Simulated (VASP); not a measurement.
# In (Pm-3m) in VASP: a series of runs

Runs on In. Level: PBE. Tasks: single point, relaxation of cell and atoms.

All numbers are computed with VASP 6.6.1; they aren't measurements. Logs are shortened: lines on timing, memory, paths and dates and some standing lists are left out, and cuts for length are marked.

## Step 1: The cell of the first run

Symmetry: Pm-3m, No. 221, cubic system. The conventional cell has a = 3.132 Å, b = 3.132 Å, c = 3.132 Å, α = 90.00°, β = 90.00°, γ = 90.00°. In (site symmetry m-3m) has 6 In at 3.13 Å within 4.1 Å.

## Step 2: Single point, PBE (volume scaled by 1.04)

Contents of INCAR:

```
SYSTEM = In
ALGO = Normal
EDIFF = 1E-7
ENCUT = 520
GGA = PE
ISIF = 2
ISMEAR = -1
LASPH = .True.
LCHARG = .False.
LREAL = .False.
LWAVE = .False.
NBANDS = 12
NELM = 80
PREC = Accurate
SIGMA = 0.1
```

Contents of KPOINTS:

```
k-points
0
Gamma
  11 11 11
  0 0 0
```

Contents of POSCAR:

```
In
1.0
    3.1316191660      0.0000000000      0.0000000000
    0.0000000000      3.1316191660      0.0000000000
    0.0000000000      0.0000000000      3.1316191660
In
1
Direct
    0.0000000000      0.0000000000      0.0000000000
```

Potentials or basis: VASP PAW PBE potentials, release 64 (In_d).

On the command line:

```bash
$ cat potpaw_PBE.64/In_d/POTCAR > POTCAR
$ mpirun -np 1 vasp_std > vasp.out
```

OUTCAR:

```text
SYSTEM = In
   EDIFF = 1E-7
   ENCUT = 520
   GGA = PE
   ISIF = 2
   ISMEAR = -1
   LASPH = .True.
   LREAL = .False.
   NELM = 80
   PREC = Accurate

 ion  position               nearest neighbor table
   1  0.000  0.000  0.000-

  LATTYP: Found a simple cubic cell.
 ALAT       =     3.1316191660

  Lattice vectors:

 A1 = (   3.1316191660,   0.0000000000,   0.0000000000)
 A2 = (   0.0000000000,   3.1316191660,   0.0000000000)
 A3 = (   0.0000000000,   0.0000000000,   3.1316191660)

Analysis of symmetry for initial positions (statically):
=====================================================================
 Subroutine PRICEL returns:
 Original cell was already a primitive cell.

 Routine SETGRP: Setting up the symmetry group for a
 simple cubic supercell.

 Subroutine GETGRP returns: Found 48 space group operations
 (whereof 48 operations were pure point group operations)
 out of a pool of 48 trial point group operations.

The static configuration has the point symmetry O_h .

Analysis of symmetry for dynamics (positions and initial velocities):
=====================================================================
 Subroutine PRICEL returns:
 Original cell was already a primitive cell.

 Routine SETGRP: Setting up the symmetry group for a
 simple cubic supercell.

 Subroutine GETGRP returns: Found 48 space group operations
 (whereof 48 operations were pure point group operations)
 out of a pool of 48 trial point group operations.

The dynamic configuration has the point symmetry O_h .

 Subroutine INISYM returns: Found 48 space group operations
 (whereof 48 operations are pure point group operations),
 and found     1 'primitive' translations

----------------------------------------------------------------------------------------

                                     Primitive cell

  volume of cell :      30.7119

  direct lattice vectors                    reciprocal lattice vectors
     3.131619166  0.000000000  0.000000000     0.319323630  0.000000000  0.000000000
     0.000000000  3.131619166  0.000000000     0.000000000  0.319323630  0.000000000
     0.000000000  0.000000000  3.131619166     0.000000000  0.000000000  0.319323630

  length of vectors
     3.131619166  3.131619166  3.131619166     0.319323630  0.319323630  0.319323630

  position of ions in fractional coordinates (direct lattice)
     0.000000000  0.000000000  0.000000000

  ion indices of the primitive-cell ions
   primitive index   ion index
                 1           1

----------------------------------------------------------------------------------------

 KPOINTS: k-points

Automatic generation of k-mesh.
 Grid dimensions read from file:
 generate k-points for:   11   11   11

 Generating k-lattice:

  Cartesian coordinates                     Fractional coordinates (reciprocal lattice)
     0.029029421  0.000000000  0.000000000     0.090909091  0.000000000  0.000000000
     0.000000000  0.029029421  0.000000000     0.000000000  0.090909091  0.000000000
     0.000000000  0.000000000  0.029029421     0.000000000  0.000000000  0.090909091

  Length of vectors
     0.029029421  0.029029421  0.029029421

  Shift w.r.t. Gamma in fractional coordinates (k-lattice)
     0.000000000  0.000000000  0.000000000

 Subroutine IBZKPT returns following result:
 ===========================================

 Found     56 irreducible k-points:

 Following reciprocal coordinates:
            Coordinates               Weight
  0.000000  0.000000  0.000000      1.000000
  0.090909  0.000000  0.000000      6.000000
  0.181818  0.000000  0.000000      6.000000
  0.272727  0.000000  0.000000      6.000000
  0.363636  0.000000  0.000000      6.000000
  0.454545  0.000000  0.000000      6.000000
[... 16 lines left out ...]
  0.181818  0.090909  0.090909     24.000000
  0.272727  0.090909  0.090909     24.000000
 [... further k-points ...]
   k-points           NKPTS =     56   k-points in BZ     NKDIM =     56   number of bands    NBANDS=     12
   number of dos      NEDOS =    301   number of ions     NIONS =      1
   total plane-waves  NPLWV =  13824
   dimension x,y,z NGX =    24 NGY =   24 NGZ =   24
   dimension x,y,z NGXF=    48 NGYF=   48 NGZF=   48
   ions per type =               1
   NGX,Y,Z   is equivalent  to a cutoff of  12.74, 12.74, 12.74 a.u.
   NGXF,Y,Z  is equivalent  to a cutoff of  25.48, 25.48, 25.48 a.u.
 SYSTEM =  In
   PREC   = accura    normal or accurate (medium, high low for compatibility)
   ISTART =      0    job   : 0-new  1-cont  2-samecut
   ICHARG =      2    charge: 1-file 2-atom 10-const
   ISPIN  =      1    spin polarized calculation?
   LNONCOLLINEAR =      F non collinear calculations
   LSORBIT =      F    spin-orbit coupling
   LASPH  =      T    aspherical Exc in radial PAW
   ENCUT  =  520.0 eV  38.22 Ry    6.18 a.u.   5.82  5.82  5.82*2*pi/ulx,y,z
   NELM   =     80;   NELMIN=  2; NELMDL= -5     # of ELM steps
   EDIFF  = 0.1E-06   stopping-criterion for ELM
   LREAL  =      F    real-space projection
   EDIFFG = 0.1E-05   stopping-criterion for IOM
   NSW    =      0    number of steps for IOM
   IBRION =     -1    ionic relax: 0-MD 1-quasi-New 2-CG
   NFREE  =      0    steps in history (QN), initial steepest desc. (CG)
   ISIF   =      2    stress and relaxation
   ISYM   =      2    0-nonsym 1-usesym 2-fastsym
   POTIM  = 0.5000    time-step for ionic-motion
   TEBEG  =    0.0;   TEEND  =   0.0 temperature during run
   PSTRESS=    0.0 pullay stress
   NELECT =      13.0000    total number of electrons
   NUPDOWN=      -1.0000    fix difference up-down
   EMIN   =  10.00;   EMAX   =-10.00  energy-range for DOS
   EFERMI =   0.00;   METHOD = LEGACY
   ISMEAR =    -1;   SIGMA  =   0.10  broadening in eV -4-tet -1-fermi 0-gaus
   EFERMI_NEDOS =   21; number of points for ismear=-14 and -15
   IALGO  =     38    algorithm
   IMIX   =      4    mixing-type and parameters
     AMIX     =   0.40;   BMIX     =  1.00
     AMIX_MAG =   1.60;   BMIX_MAG =  1.00
  volume/ion in A,a.u.               =      30.71       207.25
  Fermi-wavevector in a.u.,A,eV,Ry     =   1.229194  2.322839 20.557277  1.510917
  Thomas-Fermi vector in A             =   2.364090
   LORBIT       =      0    0 simple, 1 ext, 2 COOP (PROOUT), +10 PAW based schemes
   GGA     = PE    functional components
   LHFCALC =     F    Hartree Fock is set to
   AEXX    =    0.0000 exact exchange contribution
   IVDW    =     0    specifies the selected vdW correction
   LEPSILON=     F    determine dielectric tensor
   LRPA    =     F    only Hartree local field effects (RPA)
 non-spin polarized calculation
  energy-cutoff  :      520.00
  volume of cell :       30.71
 maximum number of plane-waves:       846
 NGX is ok and might be reduce to    24
   NGX = 11   NGY = 11   NGZ = 11

 number of electron      13.0000002 magnetization

 Free energy of the ion-electron system (eV)
  ---------------------------------------------------
  ext. energy  EPLUGINS =         0.00000000
  ---------------------------------------------------
  free energy    TOTEN  =        -2.47173473 eV

  energy without entropy =       -2.45201879  energy(sigma->0) =       -2.46187676

 E-fermi :   5.6980     XC(G=0):  -9.4333

 val. band max:        5.6683048968   @ k =   0.3636   0.2727   0.0909
 cond. band min:       5.7641587863   @ k =   0.4545   0.4545   0.0909
 fundamental gap:      0.0958538895
 Fermi energy:         5.6980375346

 k-point     1 :       0.0000    0.0000    0.0000
  band No.  band energies     occupation
      1      -9.1521      2.00000
      2      -9.1521      2.00000
      3      -8.5664      2.00000
      4      -8.5664      2.00000
      5      -8.5664      2.00000
      6      -2.8941      2.00000
      7      12.5936      0.00000
      8      12.5936      0.00000
      9      12.5936      0.00000
     10      15.7016      0.00000
     11      15.7016      0.00000
     12      16.6189      0.00000

 k-point     2 :       0.0909    0.0000    0.0000
  band No.  band energies     occupation
      1      -9.1492      2.00000
      2      -9.1184      2.00000
      3      -8.5793      2.00000
      4      -8.5793      2.00000
      5      -8.5653      2.00000
      6      -2.7632      2.00000
      7      11.0423      0.00000
      8      12.7413      0.00000
      9      12.7413      0.00000
     10      15.7874      0.00000
     11      16.2875      0.00000
     12      17.8505      0.00000

 k-point     3 :       0.1818    0.0000    0.0000
  band No.  band energies     occupation
      1      -9.1415      2.00000
      2      -9.0284      2.00000
      3      -8.6136      2.00000
      4      -8.6136      2.00000
      5      -8.5625      2.00000
      6      -2.3680      2.00000
      7       8.6904      0.00000
      8      13.1706      0.00000
      9      13.1706      0.00000
     10      16.0465      0.00000
     11      16.5870      0.00000
     12      20.6860      0.00000
[... 286 lines left out ...]
 k-point    23 :       0.1818    0.0909    0.0909
  band No.  band energies     occupation
      1      -9.0893      2.00000
      2      -9.0046      2.00000
      3      -8.6288      2.00000
      4      -8.6260      2.00000
      5      -8.5883      2.00000
      6      -2.1072      2.00000
      7       8.9458      0.00000
      8      11.6171      0.00000
      9      11.8464      0.00000
     10      17.9196      0.00000
     11      18.3127      0.00000
     12      20.6677      0.00000

 k-point    24 :       0.2727    0.0909    0.0909
  band No.  band energies     occupation
      1      -9.0795      2.00000
      2      -8.8849      2.00000
      3      -8.6756      2.00000
      4      -8.6719      2.00000
      5      -8.5842      2.00000
      6      -1.4480      2.00000
      7       6.6968      0.00009
      8      12.2489      0.00000
      9      12.4895      0.00000
     10      18.2179      0.00000
     11      18.3742      0.00000
     12      20.2080      0.00000

 [... further k-points ...]
[... 5 lines left out ...]
  --------------------------------------------------------------------------------------
  -------------------------------------------------------------------------------------
  Total       -0.1877300     -0.1877300     -0.1877300      0.0000000     -0.0000000      0.0000000
  in kB       -9.7934874     -9.7934874     -9.7934874      0.0000000     -0.0000000      0.0000000
  external PRESSURE =      -9.7934874 kB  Pullay stress =       0.0000000 kB

 VOLUME and BASIS-vectors are now :
 -----------------------------------------------------------------------------
  energy-cutoff  :      520.00
  volume of cell :       30.71
      direct lattice vectors                 reciprocal lattice vectors
     3.131619166  0.000000000  0.000000000     0.319323630  0.000000000  0.000000000
     0.000000000  3.131619166  0.000000000     0.000000000  0.319323630  0.000000000
     0.000000000  0.000000000  3.131619166     0.000000000  0.000000000  0.319323630

 POSITION                                       TOTAL-FORCE (eV/Angst)
 -----------------------------------------------------------------------------------
      0.00000      0.00000      0.00000         0.000000      0.000000      0.000000
 -----------------------------------------------------------------------------------
    total drift:                                0.000000     -0.000000      0.000000

  FREE ENERGIE OF THE ION-ELECTRON SYSTEM (eV)
  ---------------------------------------------------
  free  energy   TOTEN  =        -2.4717347270 eV

  energy  without entropy=       -2.4520187938  energy(sigma->0) =       -2.46187676
```

It took 8.4 s on 1 thread of Intel Xeon Platinum 8559C (Emerald Rapids), shared host; peak memory 0.14 GiB.

What came out:

- Free energy: -2.4717 eV
- Pressure: -1.0 GPa

Caveat: spin-orbit coupling is left out, which moves the levels of the heavy elements.

## Step 3: Single point, PBE (volume scaled by 1.08)

Contents of INCAR:

```
SYSTEM = In
PREC = Accurate
ENCUT = 520
EDIFF = 1E-6
ISMEAR = -1
SIGMA = 0.1
LREAL = .False.
LASPH = .True.
NELM = 60
ALGO = Normal
ISIF = 2
LWAVE = .False.
LCHARG = .True.
GGA = PE
LELF = .True.
LVHAR = .True.
NBANDS = 12
```

Contents of KPOINTS:

```
Automatic mesh
0
Gamma
  11 11 11
  0 0 0
```

Contents of POSCAR:

```
In
1.0
    3.1712641235      0.0000000000      0.0000000000
    0.0000000000      3.1712641235      0.0000000000
    0.0000000000      0.0000000000      3.1712641235
In
1
Direct
    0.0000000000      0.0000000000      0.0000000000
```

Potentials or basis: VASP PAW PBE potentials, release 64 (In_d).

On the command line:

```bash
$ cat potpaw_PBE.64/In_d/POTCAR > POTCAR
$ mpirun -np 1 vasp_std > vasp.out
```

Run time: 7.8 s. Hardware: 1 thread of Intel Xeon Platinum 8559C (Emerald Rapids), shared host; peak memory 0.14 GiB.

It converged, with:

```yaml
Free_energy: -2.4615 eV
Pressure: -1.9 GPa
```

Levels at points of the mesh, in eV from the Fermi level:
| k point | band 3 | band 4 | band 5 | band 6 | band 7 | band 8 | band 9 | band 10 |
| --- | --- | --- | --- | --- | --- | --- | --- | --- |
| (0.00, 0.00, 0.00) | -14.28 | -14.28 | -14.28 | -8.39 | 6.70 | 6.70 | 6.70 | 9.78 |

Caveat: spin-orbit coupling is left out, which moves the levels of the heavy elements.

[end of part 1 of 2]
